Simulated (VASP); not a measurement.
# AlN in VASP: further runs, part 2 of 2

VASP 6.6.1. The steps go on from the part before.

## (5) Single point, r2SCAN (shear xy strain +1.0%)

File POSCAR:

```
AlN
1.0
    0.0100943423      2.0188684513      2.0188684513
    2.0188684513      0.0100943423      2.0188684513
    2.0289627935      2.0289627935     -0.0000000001
Al N
1 1
Direct
    0.0000000000      0.0000000000      0.0000000000
    0.5000000000      0.5000000000      0.5000000000
```

File INCAR.step1:

```
SYSTEM = AlN
  PREC = Accurate
  ENCUT = 520
  ISMEAR = 0
  SIGMA = 0.01
  LREAL = .False.
  LASPH = .True.
  NELM = 100
  NBANDS = 11
  GGA = PE
  ALGO = Normal
  EDIFF = 1E-4
  LWAVE = .True.
  LCHARG = .False.
```

File INCAR.step2:

```
SYSTEM = AlN
  PREC = Accurate
  ENCUT = 520
  EDIFF = 1E-6
  ISMEAR = 0
  SIGMA = 0.01
  LREAL = .False.
  LASPH = .True.
  NELM = 100
  ALGO = Normal
  ISIF = 2
  LWAVE = .False.
  LCHARG = .False.
  METAGGA = R2SCAN
  LMIXTAU = .True.
  NBANDS = 11
  ISTART = 1
```

File KPOINTS:

```
regular mesh
0
Gamma
  10 10 10
  0 0 0
```

Potentials or basis: VASP PAW PBE potentials, release 64 (Al, N).

The run is started by

```sh
$ cat potpaw_PBE.64/Al/POTCAR potpaw_PBE.64/N/POTCAR > POTCAR
$ cp INCAR.step1 INCAR
$ mpirun -np 1 vasp_std > vasp.out
$ cp INCAR.step2 INCAR
$ mpirun -np 1 vasp_std > vasp.out
```

OUTCAR:

```text
SYSTEM = AlN
   PREC = Accurate
   ENCUT = 520
   EDIFF = 1E-6
   ISMEAR = 0
   LREAL = .False.
   LASPH = .True.
   NELM = 100
   ISIF = 2
   METAGGA = R2SCAN
   ISTART = 1

 ion  position               nearest neighbor table
   1  0.000  0.000  0.000-   2 2.02   2 2.02   2 2.02   2 2.02   2 2.02   2 2.02
   2  0.500  0.500  0.500-   1 2.02   1 2.02   1 2.02   1 2.02   1 2.02   1 2.02

  LATTYP: Found a body centered orthorhombic cell.
 ALAT       =     2.8408355887
 B/A-ratio  =     1.0100502513
 C/A-ratio  =     1.4213201633

  Lattice vectors:

 A1 = (   2.0188684512,   0.0100943422,  -2.0188684514)
 A2 = (  -2.0188684513,  -0.0100943423,  -2.0188684513)
 A3 = (   0.0100943423,   2.0188684513,   2.0188684513)

Analysis of symmetry for initial positions (statically):
=====================================================================
 Subroutine PRICEL returns:
 Original cell was already a primitive cell.

 Routine SETGRP: Setting up the symmetry group for a
 body centered orthorhombic supercell.

 Subroutine GETGRP returns: Found  8 space group operations
 (whereof  8 operations were pure point group operations)
 out of a pool of  8 trial point group operations.

The static configuration has the point symmetry D_2h.

Analysis of symmetry for dynamics (positions and initial velocities):
=====================================================================
 Subroutine PRICEL returns:
 Original cell was already a primitive cell.

 Routine SETGRP: Setting up the symmetry group for a
 body centered orthorhombic supercell.

 Subroutine GETGRP returns: Found  8 space group operations
 (whereof  8 operations were pure point group operations)
 out of a pool of  8 trial point group operations.

The dynamic configuration has the point symmetry D_2h.

 Subroutine INISYM returns: Found  8 space group operations
 (whereof  8 operations are pure point group operations),
 and found     1 'primitive' translations

----------------------------------------------------------------------------------------

[... 116 lines left out ...]
   LORBIT       =      0    0 simple, 1 ext, 2 COOP (PROOUT), +10 PAW based schemes
   METAGGA = R2SCAN    functional components
   LHFCALC =     F    Hartree Fock is set to
   AEXX    =    0.0000 exact exchange contribution
   IVDW    =     0    specifies the selected vdW correction
   LEPSILON=     F    determine dielectric tensor
   LRPA    =     F    only Hartree local field effects (RPA)
 non-spin polarized calculation
 Gauss-broadening in eV      SIGMA  =   0.01
  energy-cutoff  :      520.00
  volume of cell :       16.46
 maximum number of plane-waves:       456
 NGX is ok and might be reduce to    24
   NGX = 11   NGY = 11   NGZ = 11

 number of electron       7.9999999 magnetization

 Free energy of the ion-electron system (eV)
  ---------------------------------------------------
  ext. energy  EPLUGINS =         0.00000000
  ---------------------------------------------------
  free energy    TOTEN  =       -18.89517210 eV

  energy without entropy =      -18.89517210  energy(sigma->0) =      -18.89517210

 E-fermi :   9.9413     XC(G=0): -12.8989

 val. band max:        9.8994933112   @ k =   0.0000   0.0000   0.0000
 cond. band min:      15.2951603884   @ k =   0.5000   0.5000   0.0000
 fundamental gap:      5.3956670772
 Fermi energy:         9.9412834542

 k-point     1 :       0.0000    0.0000    0.0000
  band No.  band energies     occupation
      1      -8.6117      2.00000
      2       9.7565      2.00000
      3       9.8268      2.00000
      4       9.8995      2.00000
      5      16.4022      0.00000
      6      22.5960      0.00000
      7      22.7573      0.00000
      8      22.9116      0.00000
      9      28.4364      0.00000
     10      28.4382      0.00000
     11      28.5457      0.00000
[... 309 lines left out ...]
 k-point    24 :       0.4000    0.3000    0.0000
  band No.  band energies     occupation
      1      -5.5726      2.00000
      2       3.8003      2.00000
      3       7.0282      2.00000
      4       7.3556      2.00000
      5      16.6694      0.00000
      6      17.7370      0.00000
      7      23.2298      0.00000
      8      26.6352      0.00000
      9      27.6343      0.00000
     10      32.7392      0.00000
     11      36.2552      0.00000

 [... further k-points ...]
[... 5 lines left out ...]
  --------------------------------------------------------------------------------------
  -------------------------------------------------------------------------------------
  Total       -0.0777726     -0.0777726     -0.0823976     -0.3481634      0.0000000      0.0000000
  in kB       -7.5717107     -7.5717107     -8.0219905    -33.8961569      0.0000000      0.0000000
  external PRESSURE =      -7.7218040 kB  Pullay stress =       0.0000000 kB

 VOLUME and BASIS-vectors are now :
 -----------------------------------------------------------------------------
  energy-cutoff  :      520.00
  volume of cell :       16.46
      direct lattice vectors                 reciprocal lattice vectors
     0.010094342  2.018868451  2.018868451    -0.248908027  0.248908027  0.247663487
     2.018868451  0.010094342  2.018868451     0.248908027 -0.248908027  0.247663487
     2.028962793  2.028962793 -0.000000000     0.246431330  0.246431330 -0.247663487

 POSITION                                       TOTAL-FORCE (eV/Angst)
 -----------------------------------------------------------------------------------
      0.00000      0.00000      0.00000         0.000000     -0.000000     -0.000000
      2.02896      2.02896      2.01887        -0.000000      0.000000      0.000000
 -----------------------------------------------------------------------------------
    total drift:                               -0.000000     -0.000000      0.000000

  FREE ENERGIE OF THE ION-ELECTRON SYSTEM (eV)
  ---------------------------------------------------
  free  energy   TOTEN  =       -18.8951721049 eV

  energy  without entropy=      -18.8951721049  energy(sigma->0) =      -18.89517210
```

OSZICAR.step1:

```text
N       E                     dE             d eps       ncg     rms          rms(c)
DAV:   1     0.106974087135E+02    0.10697E+02   -0.39643E+03  3810   0.620E+02
DAV:   2    -0.155610687370E+02   -0.26258E+02   -0.25240E+02  4584   0.141E+02
DAV:   3    -0.162822008831E+02   -0.72113E+00   -0.71999E+00  4530   0.214E+01
DAV:   4    -0.162851541599E+02   -0.29533E-02   -0.29531E-02  4188   0.149E+00
DAV:   5    -0.162851801617E+02   -0.26002E-04   -0.26002E-04  4475   0.132E-01    0.761E+00
DAV:   6    -0.145574015480E+02    0.17278E+01   -0.74556E+00  4113   0.145E+01    0.270E+00
DAV:   7    -0.145424843966E+02    0.14917E-01   -0.18475E-01  4249   0.313E+00    0.178E+00
DAV:   8    -0.145370542720E+02    0.54301E-02   -0.15689E-02  4002   0.109E+00    0.337E-01
DAV:   9    -0.145366948884E+02    0.35938E-03   -0.14963E-03  4299   0.232E-01    0.151E-01
DAV:  10    -0.145367512273E+02   -0.56339E-04   -0.13140E-04  2332   0.861E-02
   1 F= -.14536751E+02 E0= -.14536751E+02  d E =-.141623-129
```

Wall time 46 s (1 thread of Intel Xeon Platinum 8488C (Sapphire Rapids), shared host); peak memory 0.16 GiB.

What came out:

```
Free energy            : -18.8952 eV
Pressure               : -0.8 GPa
Band gap on the k mesh : 5.40 eV (least direct gap 6.50 eV)
```

Levels at points of the mesh, in eV from the valence-band top:
| k point | band 1 | band 2 | band 3 | band 4 | band 5 | band 6 | band 7 | band 8 | band 9 |
| --- | --- | --- | --- | --- | --- | --- | --- | --- | --- |
| (0.00, 0.00, 0.00) | -18.51 | -0.14 | -0.07 | 0.00 | 6.50 | 12.70 | 12.86 | 13.01 | 18.54 |
| (0.50, 0.00, 0.00) | -15.23 | -8.50 | -1.31 | -1.24 | 6.79 | 11.74 | 11.83 | 14.68 | 17.39 |
| (0.50, 0.50, 0.00) | -14.28 | -7.65 | -3.09 | -2.87 | 5.40 | 5.96 | 15.35 | 18.65 | 18.75 |
| (0.00, 0.00, 0.50) | -15.28 | -8.58 | -1.23 | -1.16 | 6.93 | 11.91 | 12.00 | 14.58 | 17.51 |
| (0.50, 0.00, 0.50) | -14.28 | -7.65 | -2.98 | -2.98 | 5.45 | 5.90 | 15.35 | 18.70 | 18.70 |

Caveat: the cell differs from its parent crystal (shear xy strain +1.0%); the structure was generated, so it needn't be the stable form of AlN; the PAW data sets were made with another functional, which shifts forces and pressure a little. A k mesh can miss the band edges.

## (6) Summary

| level | cell | smearing | gap on the mesh (eV) | pressure (GPa) |
| --- | --- | --- | --- | --- |
| r2SCAN | a = 2.855, b = 2.813, c = 2.813 Å, angles 61.0, 59.5, 59.5°, 2 atoms | gaussian 0.01 eV | 5.59 | 8.6 |
| r2SCAN | a = 2.861, b = 2.861, c = 2.898 Å, angles 59.6, 59.6, 60.9°, 2 atoms | gaussian 0.01 eV | 5.13 | -5.4 |
| PBE | a = 2.855, b = 2.855, c = 2.869 Å, angles 59.8, 59.8, 59.7°, 2 atoms | fermi-dirac 0.02 eV | 4.54 | 6.1 |
| r2SCAN | a = 2.855, b = 2.855, c = 2.869 Å, angles 59.8, 59.8, 59.7°, 2 atoms | gaussian 0.01 eV | 5.40 | -0.8 |

Alike in all rows: task single point; potentials or basis VASP PAW PBE potentials, release 64 (Al, N); no spin polarisation; k mesh 10 × 10 × 10; cutoff (eV) 520.

Caveats: the structure was generated, so it needn't be the stable form of AlN; the PAW data sets were made with another functional, which shifts forces and pressure a little (at least some runs); the stress differs along the axes, from 5 to 16 GPa (at least some runs); the stress differs along the axes, from -8 to -1 GPa (at least some runs); the cell stands under pressure (at least some runs).

Total energies depend on the potentials used, so only differences within one code and one set of settings carry meaning.
